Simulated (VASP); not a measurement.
A run of VASP 6.6.1 is set up as follows.

The input INCAR:

```
PREC = Accurate ; ENCUT = 520
EDIFF = 1E-6 ; ISMEAR = -1
SIGMA = 0.1 ; LREAL = F
LASPH = T ; NELM = 100
ALGO = Normal ; ISIF = 2
LWAVE = F ; LCHARG = F
NBANDS = 10
```

The input KPOINTS:

```
Automatic mesh
0
Gamma
  14 14 14
```

File POSCAR:

```
Re
1.0
    2.5394947864      0.0000000000      0.0000000000
    0.0000000000      2.5394947864      0.0000000000
    0.0000000000      0.0000000000      2.5394947864
Re
1
Direct
    0.0000000000      0.0000000000      0.0000000000
```

Potentials or basis: VASP PAW LDA potentials, release 64 (Re).

Command:

```sh
$ cat potpaw_LDA.64/Re/POTCAR > POTCAR
$ mpirun -np 1 vasp_std > vasp.out
```

Problem. Predict the pressure.

Solution. -0.6 GPa.

Problem. Predict the band gap on the k mesh.

Solution. Zero (an odd number of electrons rules out a gap without spin polarisation).

Caveat: spin-orbit coupling is left out, which moves the levels of the heavy elements.
